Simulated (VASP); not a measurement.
# H7C16N in VASP: notebook

Runs on H7C16N. Level: PBE. Tasks: single point.

All numbers are computed with VASP 6.6.1; they aren't measurements. Logs are shortened: lines on timing, memory, paths and dates and some standing lists are left out, and cuts for length are marked.

## 1. The cell of the first run

The cell holds a slab with vacuum, 24 atoms: a = 5.049 Å, b = 5.049 Å, c = 16.676 Å, α = 90.00°, β = 90.00°, γ = 60.00°.

## 2. Single point, PBE

Input file INCAR:

```
SYSTEM = H7C16N
PREC     = Accurate       ! precision mode
ENCUT    = 520            ! plane-wave cutoff, eV
EDIFF    = 1E-7           ! SCF threshold, eV
ISMEAR   = -1             ! smearing method
SIGMA    = 0.02           ! smearing width, eV
LREAL    = Auto         
LASPH    = .TRUE.         ! aspherical terms in the spheres
NELM     = 80             ! most SCF steps
ALGO     = Normal         ! electronic algorithm
ISIF     = 2              ! what is computed and relaxed
LWAVE    = .FALSE.        ! write WAVECAR
LCHARG   = .FALSE.        ! write CHGCAR
GGA      = PE             ! functional
NBANDS   = 56             ! bands
```

Input file KPOINTS:

```
regular mesh
0
G
  3 3 1
  0 0 0
```

Input file POSCAR:

```
H7C16N
1.0
    5.0487420000      0.0000000000      0.0000000000
    2.5243710000      4.3723390000      0.0000000000
    0.0000000000      0.0000000000     16.6764260000
H C N
7 16 1
Direct
    0.1666667000      0.1666667000      0.0599649000
    0.6666667000      0.1666667000      0.0599649000
    0.1666667000      0.6666667000      0.0599649000
    0.6666667000      0.6666667000      0.0599649000
    0.5328681783      0.6715440386      0.3919941897
    0.3145984458      0.5121359515      0.3922323632
    1.0022945218      0.0147714930      0.3469082063
    0.1666667000      0.1666667000      0.1259263000
    0.6666667000      0.1666667000      0.1259263000
    0.1666667000      0.6666667000      0.1259263000
    0.6666667000      0.6666667000      0.1259263000
   -0.1666667000      0.3333333000      0.1568253000
    0.3333333000      0.3333333000      0.1568253000
   -0.1666667000      0.8333333000      0.1568253000
    0.3333333000      0.8333333000      0.1568253000
   -0.1623952839      0.3352814375      0.2507578010
    0.3364633419      0.3341724534      0.2525875852
   -0.1647878247      0.8334521481      0.2563856870
    0.3365824039      0.8356659199      0.2508043593
    0.0048949689      0.0037064104      0.2812440559
    0.5028907455      0.0020706189      0.2720608627
    0.0046378196      0.5009300218      0.2727585582
    0.5047416770      0.5019951997      0.2829308474
    0.5154023523      0.4896759475      0.3709528977
```

Potentials or basis: VASP PAW PBE potentials, release 64 (H, C, N).

The run is started by

```
$ cat potpaw_PBE.64/H/POTCAR potpaw_PBE.64/C/POTCAR potpaw_PBE.64/N/POTCAR > POTCAR
$ mpirun -np 1 vasp_std > vasp.out
```

OUTCAR:

```text
SYSTEM = H7C16N
   PREC = Accurate
   ENCUT = 520
   EDIFF = 1E-7
   ISMEAR = -1
   LREAL = Auto
   LASPH = .TRUE.
   NELM = 80
   ISIF = 2
   GGA = PE

 ion  position               nearest neighbor table
   1  0.167  0.167  0.060-   8 1.10
   2  0.667  0.167  0.060-   9 1.10
   3  0.167  0.667  0.060-  10 1.10
   4  0.667  0.667  0.060-  11 1.10
   5  0.533  0.672  0.392-  24 1.03
   6  0.315  0.512  0.392-  24 1.03
   7  0.002  0.015  0.347-  20 1.10
   8  0.167  0.167  0.126-   1 1.10  13 1.55  12 1.55  15 1.55
   9  0.667  0.167  0.126-   2 1.10  12 1.55  13 1.55  14 1.55
  10  0.167  0.667  0.126-   3 1.10  15 1.55  14 1.55  13 1.55
  11  0.667  0.667  0.126-   4 1.10  14 1.55  15 1.55  12 1.55
  12  0.833  0.333  0.157-   9 1.55   8 1.55  11 1.55  16 1.57
  13  0.333  0.333  0.157-   8 1.55   9 1.55  10 1.55  17 1.60
  14  0.833  0.833  0.157-  11 1.55  10 1.55   9 1.55  18 1.66
  15  0.333  0.833  0.157-  10 1.55  11 1.55   8 1.55  19 1.57
  16  0.838  0.335  0.251-  22 1.50  20 1.54  23 1.55  12 1.57
  17  0.336  0.334  0.253-  21 1.49  22 1.49  23 1.55  13 1.60
  18  0.835  0.833  0.256-  21 1.48  22 1.48  20 1.54  14 1.66
  19  0.337  0.836  0.251-  21 1.50  20 1.54  23 1.55  15 1.57
  20  0.005  0.004  0.281-   7 1.10  16 1.54  19 1.54  18 1.54
  21  0.503  0.002  0.272-  18 1.48  17 1.49  19 1.50
  22  0.005  0.501  0.273-  18 1.48  17 1.49  16 1.50
  23  0.505  0.502  0.283-  24 1.47  16 1.55  19 1.55  17 1.55
  24  0.515  0.490  0.371-   6 1.03   5 1.03  23 1.47

  LATTYP: Found a hexagonal cell.
 ALAT       =     5.0487421480
 C/A-ratio  =     3.3030853055

  Lattice vectors:

 A1 = (  -2.5243710000,  -4.3723390000,   0.0000000000)
 A2 = (   5.0487420000,   0.0000000000,   0.0000000000)
 A3 = (   0.0000000000,   0.0000000000,  16.6764260000)

Analysis of symmetry for initial positions (statically):
=====================================================================
 Subroutine PRICEL returns:
 Original cell was already a primitive cell.

 Routine SETGRP: Setting up the symmetry group for a
 hexagonal supercell.

 Subroutine GETGRP returns: Found  1 space group operations
 (whereof  1 operations were pure point group operations)
 out of a pool of 24 trial point group operations.

The static configuration has the point symmetry C_1 .

Analysis of symmetry for dynamics (positions and initial velocities):
=====================================================================
 Subroutine PRICEL returns:
 Original cell was already a primitive cell.

 Routine SETGRP: Setting up the symmetry group for a
 hexagonal supercell.

[... 135 lines left out ...]
   ISYM   =      2    0-nonsym 1-usesym 2-fastsym
   POTIM  = 0.5000    time-step for ionic-motion
   TEBEG  =    0.0;   TEEND  =   0.0 temperature during run
   PSTRESS=    0.0 pullay stress
   NELECT =      76.0000    total number of electrons
   NUPDOWN=      -1.0000    fix difference up-down
   EMIN   =  10.00;   EMAX   =-10.00  energy-range for DOS
   EFERMI =   0.00;   METHOD = LEGACY
   ISMEAR =    -1;   SIGMA  =   0.02  broadening in eV -4-tet -1-fermi 0-gaus
   EFERMI_NEDOS =   21; number of points for ismear=-14 and -15
   IALGO  =     38    algorithm
   IMIX   =      4    mixing-type and parameters
     AMIX     =   0.40;   BMIX     =  1.00
     AMIX_MAG =   1.60;   BMIX_MAG =  1.00
  volume/ion in A,a.u.               =      15.34       103.51
  Fermi-wavevector in a.u.,A,eV,Ry     =   0.967563  1.828429 12.737484  0.936179
  Thomas-Fermi vector in A             =   2.097459
   LORBIT       =      0    0 simple, 1 ext, 2 COOP (PROOUT), +10 PAW based schemes
   GGA     = PE    functional components
   LHFCALC =     F    Hartree Fock is set to
   AEXX    =    0.0000 exact exchange contribution
   IVDW    =     0    specifies the selected vdW correction
   LEPSILON=     F    determine dielectric tensor
   LRPA    =     F    only Hartree local field effects (RPA)
 non-spin polarized calculation
  energy-cutoff  :      520.00
  volume of cell :      368.13
 maximum number of plane-waves:      9916
 NGX is ok and might be reduce to    40
   NGX = 19   NGY = 19   NGZ = 63

 number of electron      76.0000003 magnetization

 Free energy of the ion-electron system (eV)
  ---------------------------------------------------
  ext. energy  EPLUGINS =         0.00000000
  ---------------------------------------------------
  free energy    TOTEN  =      -175.58262535 eV

  energy without entropy =     -175.57570612  energy(sigma->0) =     -175.57916573

 E-fermi :   0.5549     XC(G=0):  -5.1810

 val. band max:        0.5535550051   @ k =  -0.3333   0.3333   0.0000
 cond. band min:       0.7728837488   @ k =   0.0000   0.3333   0.0000
 fundamental gap:      0.2193287437
 Fermi energy:         0.5548835011

 k-point     1 :       0.0000    0.0000    0.0000
  band No.  band energies     occupation
      1     -20.4771      2.00000
      2     -18.3916      2.00000
      3     -16.8071      2.00000
      4     -15.2090      2.00000
      5     -15.1392      2.00000
      6     -15.0927      2.00000
[... 254 lines left out ...]
     49       6.9695      0.00000
     50       6.9740      0.00000
 [bands above 50 left out]

------------------------ aborting loop because EDIFF is reached ----------------------------------------

  FORCE on cell =-STRESS in cart. coord.  units (eV):
  Direction    XX          YY          ZZ          XY          YZ          ZX
  --------------------------------------------------------------------------------------
  -------------------------------------------------------------------------------------
  Total        0.5792898      1.7385443     -1.6690650     -1.0072288      0.1294181     -0.0771145
  in kB        2.5211953      7.5665232     -7.2641342     -4.3836787      0.5632556     -0.3356191
  external PRESSURE =       0.9411948 kB  Pullay stress =       0.0000000 kB

 VOLUME and BASIS-vectors are now :
 -----------------------------------------------------------------------------
  energy-cutoff  :      520.00
  volume of cell :      368.13
      direct lattice vectors                 reciprocal lattice vectors
     5.048742000  0.000000000  0.000000000     0.198069143 -0.114355268  0.000000000
     2.524371000  4.372339000  0.000000000     0.000000000  0.228710537  0.000000000
     0.000000000  0.000000000 16.676426000     0.000000000  0.000000000  0.059964887

 POSITION                                       TOTAL-FORCE (eV/Angst)
 -----------------------------------------------------------------------------------
      1.26219      0.72872      1.00000         0.016712      0.009402     -0.180998
      3.78656      0.72872      1.00000         0.015922     -0.098137     -0.223884
      2.52437      2.91489      1.00000        -0.077729      0.055517     -0.224906
      5.04874      2.91489      1.00000         0.043964      0.023661     -0.138354
      4.38554      2.93622      6.53706        -0.027165     -0.046760      0.013730
      2.88115      2.23923      6.54103         0.052602     -0.004195     -0.009344
[... 16 lines left out ...]
      3.81553      2.19489      4.71828         0.008834     -0.042224      0.012420
      3.83826      2.14103      6.18617        -0.027351      0.068170      0.020294
 -----------------------------------------------------------------------------------
    total drift:                               -0.005416      0.004188     -0.067063

  FREE ENERGIE OF THE ION-ELECTRON SYSTEM (eV)
  ---------------------------------------------------
  free  energy   TOTEN  =      -175.5826253463 eV

  energy  without entropy=     -175.5757061164  energy(sigma->0) =     -175.57916573
```

Wall time 3.5 min (1 thread of Intel Xeon Platinum 8375C at 2.90GHz (Ice Lake), shared host); peak memory 0.46 GiB.

Results:

* Free energy: -175.5826 eV
* Largest force: 1.638 eV/Å
* Band gap on the k mesh: zero (bands 38 and 39 overlap by 0.07 eV)

Forces in eV/Å, atoms in the order of the input:
```
H    0.017  0.009 -0.181
H    0.016 -0.098 -0.224
H   -0.078  0.056 -0.225
H    0.044  0.024 -0.138
H   -0.027 -0.047  0.014
H    0.053 -0.004 -0.009
H    0.009 -0.003  0.037
C    0.002  0.005  1.348
C   -0.027  0.090  1.378
C    0.072 -0.070  1.393
C   -0.013 -0.010  1.472
C   -0.153 -0.025 -0.984
C    0.462  0.220 -1.556
C   -0.191 -0.108 -1.360
C   -0.113 -0.158 -1.038
C   -0.006  0.011  0.031
C   -0.003  0.011 -0.011
C    0.037 -0.025  0.016
C   -0.024  0.001 -0.005
C   -0.047  0.032 -0.005
C    0.014  0.049 -0.002
C   -0.025  0.014  0.017
C    0.009 -0.042  0.012
N   -0.027  0.068  0.020
```

Caveat: the k points lie up to 0.48 Å⁻¹ apart; there is no dipole correction, which matters where the two faces differ.

## 3. Single point, PBE

Input file INCAR:

```
SYSTEM = H7C16N
  PREC = Accurate
  ENCUT = 520
  EDIFF = 1E-7
  ISMEAR = -1
  SIGMA = 0.02
  LREAL = Auto
  LASPH = .True.
  NELM = 80
  ALGO = Normal
  ISIF = 2
  LWAVE = .False.
  LCHARG = .False.
  GGA = PE
  NBANDS = 56
```

Input file KPOINTS:

```
Automatic mesh
0
Gamma
  3 3 1
  0 0 0
```

Input file POSCAR:

```
H7C16N
1.0
    5.0487420000      0.0000000000      0.0000000000
    2.5243710000      4.3723390000      0.0000000000
    0.0000000000      0.0000000000     16.6764260000
H C N
7 16 1
Direct
    0.1666721879      0.1666613682      0.0599648870
    0.6666779319      0.1666613682      0.0599648870
    0.1666715721      0.6666683439      0.0599648870
    0.6666575092      0.6666683439      0.0599648870
    0.5261417597      0.6815345288      0.3902814668
    0.2781949674      0.5415865513      0.3843329500
    1.0121598834      0.0146832165      0.3487797685
    0.1666721879      0.1666613682      0.1259262626
    0.6666779319      0.1666613682      0.1259262626
    0.1666715721      0.6666683439      0.1259262626
    0.6666575092      0.6666683439      0.1259262626
   -0.1666613682      0.3333227364      0.1568261689
    0.3333443758      0.3333227364      0.1568261689
   -0.1666619840      0.8333297121      0.1568261689
    0.3333437600      0.8333297121      0.1568261689
   -0.1692346406      0.3412818631      0.2519424726
    0.3352966100      0.3361130050      0.2525241320
   -0.1661915010      0.8403511256      0.2569315512
    0.3344973694      0.8368061122      0.2492200667
   -0.0034329168      0.0150262823      0.2823266808
    0.5030299991      0.0105892979      0.2697520440
   -0.0015799363      0.5105734025      0.2785368999
    0.5023243403      0.5013106257      0.2819429055
    0.4995171246      0.4991607467      0.3712905871
```

Potentials or basis: VASP PAW PBE potentials, release 64 (H, C, N).

The run is started by

```
$ cat potpaw_PBE.64/H/POTCAR potpaw_PBE.64/C/POTCAR potpaw_PBE.64/N/POTCAR > POTCAR
$ mpirun -np 1 vasp_std > vasp.out
```

OUTCAR:

```text
SYSTEM = H7C16N
   PREC = Accurate
   ENCUT = 520
   EDIFF = 1E-7
   ISMEAR = -1
   LREAL = Auto
   LASPH = .True.
   NELM = 80
   ISIF = 2
   GGA = PE

 ion  position               nearest neighbor table
   1  0.167  0.167  0.060-   8 1.10
   2  0.667  0.167  0.060-   9 1.10
   3  0.167  0.667  0.060-  10 1.10
   4  0.667  0.667  0.060-  11 1.10
   5  0.526  0.682  0.390-  24 1.04
   6  0.278  0.542  0.384-  24 1.05
   7  0.012  0.015  0.349-  20 1.11
   8  0.167  0.167  0.126-   1 1.10  15 1.55  12 1.55  13 1.55
[... 504 lines left out ...]
  Total       -1.3838711      2.0893217     -3.4844262     -1.3864169     -2.2669620     -0.0999449
  in kB       -6.0229081      9.0931828    -15.1649807     -6.0339879     -9.8663120     -0.4349820
  external PRESSURE =      -4.0315687 kB  Pullay stress =       0.0000000 kB

 VOLUME and BASIS-vectors are now :
 -----------------------------------------------------------------------------
  energy-cutoff  :      520.00
  volume of cell :      368.13
      direct lattice vectors                 reciprocal lattice vectors
     5.048742000  0.000000000  0.000000000     0.198069143 -0.114355268  0.000000000
     2.524371000  4.372339000  0.000000000     0.000000000  0.228710537  0.000000000
     0.000000000  0.000000000 16.676426000     0.000000000  0.000000000  0.059964887

 POSITION                                       TOTAL-FORCE (eV/Angst)
 -----------------------------------------------------------------------------------
      1.26220      0.72870      1.00000         0.007087      0.026707     -0.183009
      3.78660      0.72870      1.00000         0.005689     -0.073904     -0.211856
      2.52440      2.91490      1.00000        -0.087238      0.056837     -0.219092
      5.04870      2.91490      1.00000         0.056021      0.042371     -0.144933
      4.37680      2.97990      6.50850        -0.560277     -0.508690     -0.004519
      2.77170      2.36800      6.40930         0.827421     -0.018744      0.273470
[... 16 lines left out ...]
      3.80160      2.19190      4.70180         0.202763      0.919748      0.573084
      3.78200      2.18250      6.19180        -0.372302      0.351864     -0.432154
 -----------------------------------------------------------------------------------
    total drift:                               -0.014743     -0.005706     -0.067416

  FREE ENERGIE OF THE ION-ELECTRON SYSTEM (eV)
  ---------------------------------------------------
  free  energy   TOTEN  =      -175.3596574042 eV

  energy  without entropy=     -175.3519151830  energy(sigma->0) =     -175.35578629
```

OSZICAR:

```text
N       E                     dE             d eps       ncg     rms          rms(c)
DAV:   1     0.527636878428E+03    0.52764E+03   -0.33459E+04   560   0.114E+03
DAV:   2    -0.116763489614E+03   -0.64440E+03   -0.61482E+03   800   0.275E+02
DAV:   3    -0.183527368319E+03   -0.66764E+02   -0.66128E+02   696   0.900E+01
[... 21 lines left out ...]
DAV:  25    -0.175359654889E+03   -0.34866E-05   -0.65928E-07   488   0.155E-03    0.355E-03
DAV:  26    -0.175359656393E+03   -0.15039E-05   -0.11605E-06   488   0.166E-03    0.249E-04
DAV:  27    -0.175359657025E+03   -0.63274E-06   -0.18616E-07   496   0.105E-03    0.119E-03
DAV:  28    -0.175359657309E+03   -0.28377E-06   -0.10547E-07   480   0.713E-04    0.313E-04
DAV:  29    -0.175359657404E+03   -0.94909E-07   -0.41508E-08   488   0.428E-04
   1 F= -.17535966E+03 E0= -.17535579E+03  d E =-.774222E-02
```

stdout:

```text
POSCAR found type information on POSCAR H C N
 POSCAR found :  3 types and      24 ions
 scaLAPACK will be used
 LDA part: xc-table for (Slater+PW92), standard interpolation
 POSCAR, INCAR and KPOINTS ok, starting setup
 FFT: planning ... GRIDC
 FFT: planning ... GRID_SOFT
 FFT: planning ... GRID
 WAVECAR not read
 entering main loop
```

Run time: 3.9 min. Hardware: 1 thread of Intel Xeon Platinum 8375C at 2.90GHz (Ice Lake), shared host; peak memory 0.46 GiB.

What came out:

```
Free energy            : -175.3597 eV
Largest force          : 1.660 eV/Å
Band gap on the k mesh : zero (bands 38 and 39 overlap by 0.04 eV)
```

Forces in eV/Å, atoms in the order of the input:
```
H    0.007  0.027 -0.183
H    0.006 -0.074 -0.212
H   -0.087  0.057 -0.219
H    0.056  0.042 -0.145
H   -0.560 -0.509 -0.005
H    0.827 -0.019  0.273
H   -0.225  0.132 -0.460
C   -0.032  0.058  1.341
C    0.001  0.085  1.382
C    0.048 -0.069  1.402
C    0.020 -0.060  1.475
C   -0.080  0.186 -0.558
C    0.236  0.314 -1.530
C   -0.133  0.061 -1.270
C   -0.195 -0.016 -1.336
C    0.983  0.181 -0.123
C   -0.623  1.016  0.070
C   -0.067 -0.126  0.250
C    0.193  0.715  0.850
C    0.865 -1.056 -0.068
C   -1.091 -1.250 -0.059
C    0.022 -0.968 -1.017
C    0.203  0.920  0.573
N   -0.372  0.352 -0.432
```

Levels at points of the mesh, in eV from the Fermi level:
```tsv
k point	band 34	band 35	band 36	band 37	band 38	band 39	band 40	band 41	band 42	band 43
(0.00, 0.00, 0.00)	-2.55	-2.17	-1.31	-1.28	-0.30	-0.05	2.13	3.05	4.06	4.72
```

Caveat: the k points lie up to 0.48 Å⁻¹ apart; there is no dipole correction, which matters where the two faces differ.

## 4. Single point, PBE

Input file INCAR:

```
ALGO = Normal
EDIFF = 1E-7
ENCUT = 520
GGA = PE
ISIF = 2
ISMEAR = -1
LASPH = True
LCHARG = True
LELF = True
LREAL = Auto
LVHAR = True
LWAVE = False
NBANDS = 56
NELM = 60
PREC = Accurate
SIGMA = 0.02
```

Input file KPOINTS:

```
k-points
0
Gamma
  3 3 1
```

Input file POSCAR:

```
H7C16N
1.0
    5.0487420000      0.0000000000      0.0000000000
    2.5243710000      4.3723390000      0.0000000000
    0.0000000000      0.0000000000     16.6764260000
H C N
7 16 1
Direct
    0.1666721879      0.1666613682      0.0599648870
    0.6666779319      0.1666613682      0.0599648870
    0.1666715721      0.6666683439      0.0599648870
    0.6666575092      0.6666683439      0.0599648870
    0.5947241230      0.6275588421      0.4008772623
    0.3227690017      0.5145529658      0.3992162349
    1.0325590409      0.0117557216      0.3457635347
    0.1666721879      0.1666613682      0.1259262626
    0.6666779319      0.1666613682      0.1259262626
    0.1666715721      0.6666683439      0.1259262626
    0.6666575092      0.6666683439      0.1259262626
   -0.1666613682      0.3333227364      0.1568261689
    0.3333443758      0.3333227364      0.1568261689
   -0.1666619840      0.8333297121      0.1568261689
    0.3333437600      0.8333297121      0.1568261689
   -0.1623013251      0.3306239521      0.2497237717
    0.3453329840      0.3289543652      0.2525601109
   -0.1620278260      0.8351136543      0.2565058005
    0.3401266382      0.8360056254      0.2492800316
    0.0076852282      0.0099031662      0.2809774708
    0.5070363030      0.0106579110      0.2741114913
    0.0072225007      0.5029115995      0.2704956086
    0.5104590738      0.5008074626      0.2846713079
    0.5102675140      0.5017451758      0.3718482605
```

The run is started by

```
$ cat potpaw_PBE.64/H/POTCAR potpaw_PBE.64/C/POTCAR potpaw_PBE.64/N/POTCAR > POTCAR
$ mpirun -np 1 vasp_std > vasp.out
```

Run time: 3.9 min. Hardware: 1 thread of Intel Xeon Platinum 8375C at 2.90GHz (Ice Lake), shared host; peak memory 0.45 GiB.

The run converged. Its results:

| Property | Result |
| --- | --- |
| Free energy | -175.2571 eV |
| Largest force | 2.517 eV/Å |
| Band gap on the k mesh | zero (bands 38 and 39 overlap by 0.03 eV) |

Forces in eV/Å, atoms in the order of the input:
```
H    0.024  0.038 -0.169
H    0.006 -0.111 -0.220
H   -0.070  0.049 -0.210
H    0.078  0.013 -0.143
H   -0.820 -0.345 -0.795
H    0.277  0.122 -0.332
H   -0.436  0.107  0.320
C    0.014 -0.023  1.345
C   -0.037  0.067  1.156
C    0.078 -0.072  1.396
C   -0.018 -0.012  1.401
C   -0.404 -0.079 -1.180
C    0.722  0.214 -1.605
C   -0.076 -0.012 -1.327
C    0.139 -0.185 -1.071
C    1.243  1.401  0.652
C   -0.476  1.927  0.337
C    0.356  0.225  0.337
C    0.420  0.457  0.819
C    0.170 -1.555 -0.372
C   -1.098 -2.205 -0.518
C   -0.244 -0.564  0.258
C   -0.457  0.857 -0.629
N    0.610 -0.316  0.550
```

Levels at points of the mesh, in eV from the Fermi level:
```tsv
k point	band 34	band 35	band 36	band 37	band 38	band 39	band 40	band 41	band 42	band 43
(0.00, 0.00, 0.00)	-2.58	-2.13	-1.31	-1.26	-0.33	-0.03	1.91	2.33	3.60	4.59
```

Caveat: the k points lie up to 0.48 Å⁻¹ apart; there is no dipole correction, which matters where the two faces differ.

[end of part 1 of 2]

The gap in the log of VASP goes by the Fermi energy; the results here count the filled bands.